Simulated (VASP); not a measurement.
# MoSe (F-43m) in VASP: notebook, part 2 of 2

VASP 6.6.1. Earlier steps stand in the parts before.

**4. Single point, r2SCAN**

This run uses another cell than the first one, of 21.69 Å³/atom.

POSCAR

```
MoSe
1.0
    0.0000000000      2.7888866642      2.7888866642
    2.7888866642      0.0000000000      2.7888866642
    2.7888866642      2.7888866642      0.0000000000
Mo Se
1 1
Direct
    0.0000000000      0.0000000000      0.0000000000
    0.2500000000      0.2500000000      0.2500000000
```

INCAR.step1

```
SYSTEM = MoSe
  PREC = Accurate
  ENCUT = 520
  ISMEAR = 0
  SIGMA = 0.1
  LREAL = .FALSE.
  LASPH = .TRUE.
  NELM = 60
  NBANDS = 17
  GGA = PE
  ALGO = Normal
  EDIFF = 1E-4
  LWAVE = .TRUE.
  LCHARG = .FALSE.
```

INCAR.step2

```
SYSTEM = MoSe
  PREC = Accurate
  ENCUT = 520
  EDIFF = 1E-6
  ISMEAR = 0
  SIGMA = 0.1
  LREAL = .FALSE.
  LASPH = .TRUE.
  NELM = 60
  ALGO = Normal
  ISIF = 2
  LWAVE = .FALSE.
  LCHARG = .FALSE.
  METAGGA = R2SCAN
  LMIXTAU = .TRUE.
  NBANDS = 17
  ISTART = 1
```

KPOINTS

```
regular mesh
0
G
  14 14 14
  0 0 0
```

Potentials or basis: VASP PAW PBE potentials, release 64 (Mo_sv, Se).

The run is started by

```bash
> cat potpaw_PBE.64/Mo_sv/POTCAR potpaw_PBE.64/Se/POTCAR > POTCAR
> cp INCAR.step1 INCAR
> mpirun -np 1 vasp_std > vasp.out
> cp INCAR.step2 INCAR
> mpirun -np 1 vasp_std > vasp.out
```

OUTCAR:

```text
SYSTEM = MoSe
   PREC = Accurate
   ENCUT = 520
   EDIFF = 1E-6
   ISMEAR = 0
   LREAL = .FALSE.
   LASPH = .TRUE.
   NELM = 60
   ISIF = 2
   METAGGA = R2SCAN
   ISTART = 1

 ion  position               nearest neighbor table
   1  0.000  0.000  0.000-   2 2.42   2 2.42   2 2.42   2 2.42
   2  0.250  0.250  0.250-   1 2.42   1 2.42   1 2.42   1 2.42

  LATTYP: Found a face centered cubic cell.
 ALAT       =     5.5777733284

  Lattice vectors:

[... 666 lines left out ...]
 [... further k-points ...]

------------------------ aborting loop because EDIFF is reached ----------------------------------------

  FORCE on cell =-STRESS in cart. coord.  units (eV):
  Direction    XX          YY          ZZ          XY          YZ          ZX
  --------------------------------------------------------------------------------------
  -------------------------------------------------------------------------------------
  Total        0.7686656      0.7686656      0.7686656      0.0000000      0.0000000     -0.0000000
  in kB       28.3873877     28.3873877     28.3873877      0.0000000      0.0000000     -0.0000000
  external PRESSURE =      28.3873877 kB  Pullay stress =       0.0000000 kB

 VOLUME and BASIS-vectors are now :
 -----------------------------------------------------------------------------
  energy-cutoff  :      520.00
  volume of cell :       43.38
      direct lattice vectors                 reciprocal lattice vectors
     0.000000000  2.788886664  2.788886664    -0.179283012  0.179283012  0.179283012
     2.788886664  0.000000000  2.788886664     0.179283012 -0.179283012  0.179283012
     2.788886664  2.788886664  0.000000000     0.179283012  0.179283012 -0.179283012

 POSITION                                       TOTAL-FORCE (eV/Angst)
 -----------------------------------------------------------------------------------
      0.00000      0.00000      0.00000        -0.000000     -0.000000     -0.000000
      1.39444      1.39444      1.39444         0.000000      0.000000      0.000000
 -----------------------------------------------------------------------------------
    total drift:                               -0.000000     -0.000000     -0.000000

  FREE ENERGIE OF THE ION-ELECTRON SYSTEM (eV)
  ---------------------------------------------------
  free  energy   TOTEN  =       -39.5327635841 eV

  energy  without entropy=      -39.5225527944  energy(sigma->0) =      -39.52765819
```

OUTCAR.step1:

```text
SYSTEM = MoSe
   PREC = Accurate
   ENCUT = 520
   ISMEAR = 0
   LREAL = .FALSE.
   LASPH = .TRUE.
[... 702 lines left out ...]
      0.00000      0.00000      0.00000        -0.000000     -0.000000     -0.000000
      1.39444      1.39444      1.39444         0.000000      0.000000      0.000000
 -----------------------------------------------------------------------------------
    total drift:                                0.000000      0.000000      0.000000

  FREE ENERGIE OF THE ION-ELECTRON SYSTEM (eV)
  ---------------------------------------------------
  free  energy   TOTEN  =       -13.4566211897 eV

  energy  without entropy=      -13.4444158371  energy(sigma->0) =      -13.45051851
```

OSZICAR.step1:

```text
N       E                     dE             d eps       ncg     rms          rms(c)
DAV:   1     0.136528966854E+03    0.13653E+03   -0.10490E+04  3552   0.111E+03
DAV:   2    -0.100704768750E+02   -0.14660E+03   -0.14321E+03  4495   0.298E+02
DAV:   3    -0.138168742993E+02   -0.37464E+01   -0.37106E+01  4004   0.448E+01
DAV:   4    -0.138369717517E+02   -0.20097E-01   -0.20091E-01  4257   0.366E+00
DAV:   5    -0.138370922621E+02   -0.12051E-03   -0.12051E-03  3951   0.287E-01    0.135E+01
DAV:   6    -0.134822095901E+02    0.35488E+00   -0.16386E+00  3571   0.916E+00    0.511E+00
DAV:   7    -0.134614035577E+02    0.20806E-01   -0.12307E-01  3578   0.277E+00    0.339E+00
DAV:   8    -0.134563467230E+02    0.50568E-02   -0.12605E-02  4003   0.947E-01    0.215E-01
DAV:   9    -0.134565175448E+02   -0.17082E-03   -0.38027E-04  4040   0.143E-01    0.122E-01
DAV:  10    -0.134566235567E+02   -0.10601E-03   -0.11649E-04  3414   0.715E-02    0.131E-02
DAV:  11    -0.134566211897E+02    0.23670E-05   -0.80508E-06  1775   0.191E-02
   1 F= -.13456621E+02 E0= -.13450519E+02  d E =-.122054E-01
```

It took 2.1 min on 1 thread of Intel Xeon 6975P-C (Granite Rapids), shared host; peak memory 0.22 GiB.

What came out:

```yaml
Free_energy: -39.5328 eV
Pressure: 2.8 GPa
Band_gap_on_the_k_mesh: zero (bands 10 and 11 overlap by 0.22 eV)
```

Levels at points of the mesh, in eV from the Fermi level:
```tsv
k point	band 6	band 7	band 8	band 9	band 10	band 11	band 12	band 13	band 14	band 15
(0.00, 0.00, 0.00)	-5.39	-5.39	-5.39	-0.67	-0.67	1.74	4.71	4.71	4.71	8.28
(0.50, 0.00, 0.00)	-6.04	-4.98	-4.98	-0.26	-0.26	0.08	2.53	2.53	4.30	8.93
(0.50, 0.50, 0.00)	-6.60	-4.20	-4.20	-1.51	0.13	0.23	0.88	0.88	6.60	7.90
```

Caveat: the PAW data sets were made with another functional, which shifts forces and pressure a little.

**5. Single point, PBEsol+U**

This run uses another cell than the first one, of 21.69 Å³/atom.

INCAR

```
SYSTEM = MoSe
PREC = Accurate
ENCUT = 520
EDIFF = 1E-7
ISMEAR = 0
SIGMA = 0.05
LREAL = .FALSE.
LASPH = .TRUE.
NELM = 150
ALGO = Normal
ISIF = 2
LWAVE = .FALSE.
LCHARG = .FALSE.
LMAXMIX = 4
LDAU = .TRUE.
LDAUTYPE = 2
LDAUL = 2 -1
LDAUU = 4 0
LDAUJ = 0 0
LDAUPRINT = 1
GGA = PS
NBANDS = 17
```

KPOINTS is that of step 4.

POSCAR is that of step 4.

The run is started by

```bash
> cat potpaw_PBE.64/Mo_sv/POTCAR potpaw_PBE.64/Se/POTCAR > POTCAR
> mpirun -np 1 vasp_std > vasp.out
```

Run time: 48 s. Hardware: 1 thread of Intel Xeon 6975P-C (Granite Rapids), shared host; peak memory 0.22 GiB.

Results (log left out):

| Property | Result |
| --- | --- |
| Free energy | -9.8559 eV |
| Pressure | 4.4 GPa |
| Band gap on the k mesh | zero (bands 10 and 11 overlap by 0.07 eV) |

Levels at points of the mesh, in eV from the Fermi level:
```csv
k point,band 8,band 9,band 10,band 11,band 12,band 13
"(0.00, 0.00, 0.00)",-4.73,-0.77,-0.77,1.33,4.86,4.86
"(0.50, 0.00, 0.00)",-4.42,-0.27,-0.27,0.42,2.69,2.69
"(0.50, 0.50, 0.00)",-3.68,-1.32,0.01,0.05,1.24,1.24
```

Eigenvalues of the final occupation matrices:
```csv
site,spin,trace,eigenvalues
site 1 d,1,2.10,0.32 0.32 0.32 0.56 0.56
site 1 d,2,2.10,0.32 0.32 0.32 0.56 0.56
```

Caveat: the cell stands under pressure; the PAW data sets were made with another functional, which shifts forces and pressure a little; U without spin polarisation on a metal has little footing.

**6. Overview**

| task | level | spin | U | cell | k mesh | cutoff (eV) | smearing | gap on the mesh (eV) | pressure (GPa) | moment (μB) |
| --- | --- | --- | --- | --- | --- | --- | --- | --- | --- | --- |
| single point | PBEsol | collinear | - | a = 3.957 Å, angles 60.0°, 2 atoms | 6 × 6 × 6 | 520 | gaussian 0.1 eV | none | -0.7 | 0.00 |
| relaxation of cell and atoms | PBEsol | collinear | - | relaxed from a = 3.831 Å, angles 60.0°, 2 atoms | 6 × 6 × 6 | 600 | gaussian 0.1 eV | none | -0.1 | 0.00 |
| single point | r2SCAN | off | - | a = 3.944 Å, angles 60.0°, 2 atoms | 14 × 14 × 14 | 520 | gaussian 0.1 eV | none | 2.8 | - |
| single point | PBEsol+U | off | Mo d U = 4.0 eV | a = 3.944 Å, angles 60.0°, 2 atoms | 14 × 14 × 14 | 520 | gaussian 0.05 eV | none | 4.4 | - |

Alike in all rows: potentials or basis VASP PAW PBE potentials, release 64 (Mo_sv, Se).

Caveats: the PAW data sets were made with another functional, which shifts forces and pressure a little; the cell stands under pressure (at least some runs); U without spin polarisation on a metal has little footing (at least some runs).

Absolute energies hang on the potentials; compare differences alone.
